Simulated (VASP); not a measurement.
# CO in VASP: single point with PBE0

Aim: the single point of CO with PBE0.

Program: VASP 6.6.1. These are calculated values, not measurements. Logs are shortened: lines on timing, memory, paths and dates and some standing lists are left out, and cuts for length are marked.

### Step 1. The cell of the first run

The cell holds a molecule in a box, 2 atoms: a = 12.000 Å, b = 12.000 Å, c = 12.000 Å, α = 90.00°, β = 90.00°, γ = 90.00°.

### Step 2. Single point, PBE0

The input, POSCAR:

```
CO
1.0
   12.0000000000      0.0000000000      0.0000000000
    0.0000000000     12.0000000000      0.0000000000
    0.0000000000      0.0000000000     12.0000000000
C O
1 1
Direct
    0.5000000000      0.5000000000      0.4530000000
    0.5000000000      0.5000000000      0.5470000000
```

The input, INCAR.step1:

```
SYSTEM = CO
ALGO = Normal
EDIFF = 1E-5
ENCUT = 520
GGA = PE
ISIF = 2
ISMEAR = 0
LASPH = .TRUE.
LCHARG = .FALSE.
LREAL = .FALSE.
LWAVE = .TRUE.
NBANDS = 12
NELM = 60
PREC = Accurate
SIGMA = 0.01
```

The input, INCAR.step2:

```
SYSTEM = CO
AEXX = 0.25
ALGO = Normal
EDIFF = 1E-6
ENCUT = 520
GGA = PE
ISIF = 2
ISMEAR = 0
ISTART = 1
LASPH = .TRUE.
LCHARG = .FALSE.
LHFCALC = .TRUE.
LREAL = .FALSE.
LWAVE = .FALSE.
NBANDS = 12
NELM = 60
PREC = Accurate
PRECFOCK = Normal
SIGMA = 0.01
```

The input, KPOINTS:

```
k-points
0
G
  1 1 1
  0 0 0
```

Potentials or basis: VASP PAW PBE potentials, release 64 (C, O).

The run is started by

```bash
$ cat potpaw_PBE.64/C/POTCAR potpaw_PBE.64/O/POTCAR > POTCAR
$ cp INCAR.step1 INCAR
$ mpirun -np 1 vasp_gam > vasp.out
$ cp INCAR.step2 INCAR
$ mpirun -np 1 vasp_gam > vasp.out
```

OUTCAR:

```text
SYSTEM = CO
   AEXX = 0.25
   EDIFF = 1E-6
   ENCUT = 520
   GGA = PE
   ISIF = 2
   ISMEAR = 0
   ISTART = 1
   LASPH = .TRUE.
   LHFCALC = .TRUE.
   LREAL = .FALSE.
   NELM = 60
   PREC = Accurate
   PRECFOCK = Normal

 ion  position               nearest neighbor table
   1  0.500  0.500  0.453-   2 1.13
   2  0.500  0.500  0.547-   1 1.13

  LATTYP: Found a simple cubic cell.
 ALAT       =    12.0000000000

  Lattice vectors:

 A1 = (  12.0000000000,   0.0000000000,   0.0000000000)
 A2 = (   0.0000000000,  12.0000000000,   0.0000000000)
 A3 = (   0.0000000000,   0.0000000000,  12.0000000000)

Analysis of symmetry for initial positions (statically):
=====================================================================
 Subroutine PRICEL returns:
 Original cell was already a primitive cell.

 Routine SETGRP: Setting up the symmetry group for a
 simple cubic supercell.

 Subroutine GETGRP returns: Found  8 space group operations
 (whereof  8 operations were pure point group operations)
 out of a pool of 48 trial point group operations.

The static configuration has the point symmetry C_4v.

Analysis of symmetry for dynamics (positions and initial velocities):
=====================================================================
 Subroutine PRICEL returns:
 Original cell was already a primitive cell.

 Routine SETGRP: Setting up the symmetry group for a
 simple cubic supercell.

 Subroutine GETGRP returns: Found  8 space group operations
 (whereof  8 operations were pure point group operations)
 out of a pool of 48 trial point group operations.

The dynamic configuration has the point symmetry C_4v.

 Subroutine INISYM returns: Found  8 space group operations
 (whereof  8 operations are pure point group operations),
 and found     1 'primitive' translations

----------------------------------------------------------------------------------------

                                     Primitive cell

  volume of cell :    1728.0000

  direct lattice vectors                    reciprocal lattice vectors
    12.000000000  0.000000000  0.000000000     0.083333333  0.000000000  0.000000000
     0.000000000 12.000000000  0.000000000     0.000000000  0.083333333  0.000000000
     0.000000000  0.000000000 12.000000000     0.000000000  0.000000000  0.083333333

  length of vectors
    12.000000000 12.000000000 12.000000000     0.083333333  0.083333333  0.083333333

  position of ions in fractional coordinates (direct lattice)
     0.500000000  0.500000000  0.453000000
     0.500000000  0.500000000  0.547000000

  ion indices of the primitive-cell ions
   primitive index   ion index
                 1           1
                 2           2

----------------------------------------------------------------------------------------

 KPOINTS: k-points

Automatic generation of k-mesh.
 Grid dimensions read from file:
 generate k-points for:    1    1    1

 Generating k-lattice:

  Cartesian coordinates                     Fractional coordinates (reciprocal lattice)
     0.083333333  0.000000000  0.000000000     1.000000000  0.000000000  0.000000000
     0.000000000  0.083333333  0.000000000     0.000000000  1.000000000  0.000000000
     0.000000000  0.000000000  0.083333333     0.000000000  0.000000000  1.000000000

  Length of vectors
     0.083333333  0.083333333  0.083333333

  Shift w.r.t. Gamma in fractional coordinates (k-lattice)
     0.000000000  0.000000000  0.000000000

 Subroutine IBZKPT returns following result:
 ===========================================

 Found      1 irreducible k-points:

 Following reciprocal coordinates:
            Coordinates               Weight
  0.000000  0.000000  0.000000      1.000000
   k-points           NKPTS =      1   k-points in BZ     NKDIM =      1   number of bands    NBANDS=     12
   number of dos      NEDOS =    301   number of ions     NIONS =      2
   total plane-waves  NPLWV = 729000
   dimension x,y,z NGX =    90 NGY =   90 NGZ =   90
   dimension x,y,z NGXF=   180 NGYF=  180 NGZF=  180
   ions per type =               1   1
   NGX,Y,Z   is equivalent  to a cutoff of  12.47, 12.47, 12.47 a.u.
   NGXF,Y,Z  is equivalent  to a cutoff of  24.94, 24.94, 24.94 a.u.
 SYSTEM =  CO
   PREC   = accura    normal or accurate (medium, high low for compatibility)
   ISTART =      1    job   : 0-new  1-cont  2-samecut
   ICHARG =      0    charge: 1-file 2-atom 10-const
   ISPIN  =      1    spin polarized calculation?
   LNONCOLLINEAR =      F non collinear calculations
   LSORBIT =      F    spin-orbit coupling
   LASPH  =      T    aspherical Exc in radial PAW
   ENCUT  =  520.0 eV  38.22 Ry    6.18 a.u.  22.31 22.31 22.31*2*pi/ulx,y,z
   NELM   =     60;   NELMIN=  2; NELMDL=  0     # of ELM steps
   EDIFF  = 0.1E-05   stopping-criterion for ELM
   LREAL  =      F    real-space projection
   EDIFFG = 0.1E-04   stopping-criterion for IOM
   NSW    =      0    number of steps for IOM
   IBRION =     -1    ionic relax: 0-MD 1-quasi-New 2-CG
   NFREE  =      0    steps in history (QN), initial steepest desc. (CG)
   ISIF   =      2    stress and relaxation
   ISYM   =      3    0-nonsym 1-usesym 2-fastsym
   POTIM  = 0.5000    time-step for ionic-motion
   TEBEG  =    0.0;   TEEND  =   0.0 temperature during run
   PSTRESS=    0.0 pullay stress
   NELECT =      10.0000    total number of electrons
   NUPDOWN=      -1.0000    fix difference up-down
   EMIN   =  10.00;   EMAX   =-10.00  energy-range for DOS
   EFERMI =   0.00;   METHOD = LEGACY
   ISMEAR =     0;   SIGMA  =   0.01  broadening in eV -4-tet -1-fermi 0-gaus
   EFERMI_NEDOS =   21; number of points for ismear=-14 and -15
   IALGO  =     38    algorithm
   IMIX   =      1    mixing-type and parameters
     AMIX     =   0.40;   BMIX     =  1.00
     AMIX_MAG =   1.60;   BMIX_MAG =  1.00
  volume/ion in A,a.u.               =     864.00      5830.56
  Fermi-wavevector in a.u.,A,eV,Ry     =   0.293918  0.555425  1.175381  0.086388
  Thomas-Fermi vector in A             =   1.156025
   LORBIT       =      0    0 simple, 1 ext, 2 COOP (PROOUT), +10 PAW based schemes
   GGA     = PE    functional components
   LHFCALC =     T    Hartree Fock is set to
   PRECFOCK=normal    Normal, Fast or Accurate (Low or Medium for compatibility)
   ENCUT4O =  -1.0   cutoff for four orbital integrals eV
   NKREDX  =     1    reduce k-point grid by
   NKREDY  =     1    reduce k-point grid by
   NKREDZ  =     1    reduce k-point grid by
   AEXX    =    0.2500 exact exchange contribution
   HFSCREEN=    0.0000 screening length (either q_TF or 0.3 A-1)
   HFSCREENC=   0.0000 screening length for correlation (either q_TF or 0.3 A-1)
   ENCUTFOCK=  -1.0 apply spherical cutoff to Coloumb kernel
   IVDW    =     0    specifies the selected vdW correction
   LEPSILON=     F    determine dielectric tensor
   LRPA    =     F    only Hartree local field effects (RPA)
 non-spin polarized calculation
 Gauss-broadening in eV      SIGMA  =   0.01
  energy-cutoff  :      520.00
  volume of cell :     1728.00
 maximum number of plane-waves:     23293
 NGX is ok and might be reduce to    90
  NGX = 70; NGY = 70; NGZ = 70

 number of electron       9.9999998 magnetization

 Free energy of the ion-electron system (eV)
  ---------------------------------------------------
  ext. energy  EPLUGINS =         0.00000000
  ---------------------------------------------------
  free energy    TOTEN  =       -19.29155088 eV

  energy without entropy =      -19.29155088  energy(sigma->0) =      -19.29155088

 E-fermi : -10.5919     XC(G=0):  -0.2956

 val. band max:      -10.6714290576   @ k =   0.0000   0.0000   0.0000
 cond. band min:      -0.7037056057   @ k =   0.0000   0.0000   0.0000
 fundamental gap:      9.9677234520
 Fermi energy:       -10.5919256795

 k-point     1 :       0.0000    0.0000    0.0000
  band No.  band energies     occupation
      1     -32.6969      2.00000
      2     -16.1557      2.00000
      3     -13.4470      2.00000
      4     -13.4470      2.00000
      5     -10.6714      2.00000
      6      -0.7037      0.00000
      7      -0.7037      0.00000
      8      -0.0463      0.00000
      9       0.8916      0.00000
     10       0.9854      0.00000
     11       0.9854      0.00000
     12       1.0083      0.00000

------------------------ aborting loop because EDIFF is reached ----------------------------------------

  FORCE on cell =-STRESS in cart. coord.  units (eV):
  Direction    XX          YY          ZZ          XY          YZ          ZX
  --------------------------------------------------------------------------------------
  -------------------------------------------------------------------------------------
  Total       -0.0549251     -0.0549251      0.4009883      0.0000000     -0.0000000      0.0000000
  in kB       -0.0509258     -0.0509258      0.3717907      0.0000000     -0.0000000      0.0000000
  external PRESSURE =       0.0899797 kB  Pullay stress =       0.0000000 kB

 VOLUME and BASIS-vectors are now :
 -----------------------------------------------------------------------------
  energy-cutoff  :      520.00
  volume of cell :     1728.00
      direct lattice vectors                 reciprocal lattice vectors
    12.000000000  0.000000000  0.000000000     0.083333333  0.000000000  0.000000000
     0.000000000 12.000000000  0.000000000     0.000000000  0.083333333  0.000000000
     0.000000000  0.000000000 12.000000000     0.000000000  0.000000000  0.083333333

 POSITION                                       TOTAL-FORCE (eV/Angst)
 -----------------------------------------------------------------------------------
      6.00000      6.00000      5.43600         0.000000      0.000000     -0.429657
      6.00000      6.00000      6.56400        -0.000000      0.000000      0.429657
 -----------------------------------------------------------------------------------
    total drift:                               -0.000000     -0.000000      0.001329

  FREE ENERGIE OF THE ION-ELECTRON SYSTEM (eV)
  ---------------------------------------------------
  free  energy   TOTEN  =       -19.2915508773 eV

  energy  without entropy=      -19.2915508773  energy(sigma->0) =      -19.29155088
```

Run time: 3.7 min. Hardware: 1 thread of Intel Xeon Platinum 8488C (Sapphire Rapids), shared host; peak memory 1.2 GiB.

What came out:

* Free energy: -19.2916 eV
* Largest force: 0.430 eV/Å
* Gap between the frontier levels: 9.97 eV

Forces on the atoms (eV/Å):
```
C    0.000  0.000 -0.430
O    0.000  0.000  0.430
```

Levels at points of the mesh, in eV from the valence-band top:
```csv
k point,band 2,band 3,band 4,band 5,band 6,band 7,band 8,band 9
"(0.00, 0.00, 0.00)",-5.48,-2.78,-2.78,0.00,9.97,9.97,10.63,11.56
```

Caveat: the PAW data sets were made with another functional, which shifts forces and pressure a little.
